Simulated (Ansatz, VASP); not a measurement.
# SnO2 in VASP and in Ansatz

INCAR

```
ALGO     = Normal         # electronic algorithm
EDIFF    = 1E-7           # SCF threshold, eV
ENCUT    = 520            # plane-wave cutoff, eV
ISIF     = 2              # what is computed and relaxed
ISMEAR   = 0              # smearing method
LASPH    = T              # aspherical terms in the spheres
LCHARG   = F              # write CHGCAR
LREAL    = F              # projectors in reciprocal space
LWAVE    = F              # write WAVECAR
NBANDS   = 35             # bands
NELM     = 60             # most SCF steps
PREC     = Accurate       # precision mode
SIGMA    = 0.05           # smearing width, eV
```

Contents of KPOINTS:

```
k-points
0
Gamma
  6 6 8
```

File POSCAR:

```
SnO2
1.0
    4.7212714761      0.0000000000      0.0000000000
    0.0000000000      4.7242464798      0.0000000000
    0.0000000000      0.0000000000      3.1900193999
Sn O
2 4
Direct
    0.5000000000      0.5000000000      0.5000000000
    0.0000000000      0.0000000000      0.0000000000
    0.3055669685      0.3065721192      0.0000000000
    0.8055669685      0.1934278808      0.5000000000
    0.1944330315      0.8065721192      0.5000000000
    0.6944330315      0.6934278808      0.0000000000
```

Input for Ansatz:

```yaml
crystal:
  lattice:
    - [4.7212714757, 0.0, 0.0]
    - [0.0, 4.7242464866, 0.0]
    - [0.0, 0.0, 3.1900194031]
  atoms:
    - { symbol: Sn, position: [0.5, 0.5, 0.5] }
    - { symbol: Sn, position: [0.0, 0.0, 0.0] }
    - { symbol: O, position: [0.3055669669, 0.3065721211, 0.0] }
    - { symbol: O, position: [0.8055669669, 0.1934278789, 0.5] }
    - { symbol: O, position: [0.1944330331, 0.8065721211, 0.5] }
    - { symbol: O, position: [0.6944330331, 0.6934278789, 0.0] }
basis:
  ecutwfc: 420
kpoints:
  mp_grid: { grid: [6, 6, 8] }
hamiltonian:
  xc: lda
scf:
  occupations: { method: gaussian, width: 0.05 }
output:
  forces: true
  stress: true
  eigenvalues: true
```

Alike in both runs: task single point; functional LDA; k mesh 6 × 6 × 8; occupations gaussian, width 0.05 eV; no spin polarisation.

|  | VASP | Ansatz |
| --- | --- | --- |
| version | VASP 6.6.1 | Ansatz 0.2.0 |
| potentials or method | VASP PAW LDA potentials, release 64 (Sn_d, O), cutoff 520 eV | scalar-relativistic, plane waves, PAW |
| valence electrons in the cell | 52 | 52 |

VASP gave:

```
gap on the k mesh at the Fermi level (eV)                     : 1.20
least direct gap on the mesh (eV)                             : 1.20
pressure (GPa)                                                : 1.1
traceless stress, the component that is largest in VASP (GPa) : 0.34
rms of the force components (eV/Å)                            : 0.010
```

Task: What did Ansatz give for the same quantities?

Result: gap on the k mesh at the Fermi level (eV): 1.16; least direct gap on the mesh (eV): 1.16; pressure (GPa): 0.0; traceless stress, the component that is largest in VASP (GPa): 0.04; rms of the force components (eV/Å): 0.001.

LDA's correlation is that of Perdew and Zunger in VASP and of Perdew and Wang (1992) in Ansatz. Atom by atom the forces differ by 0.010 eV/Å (rms over components).
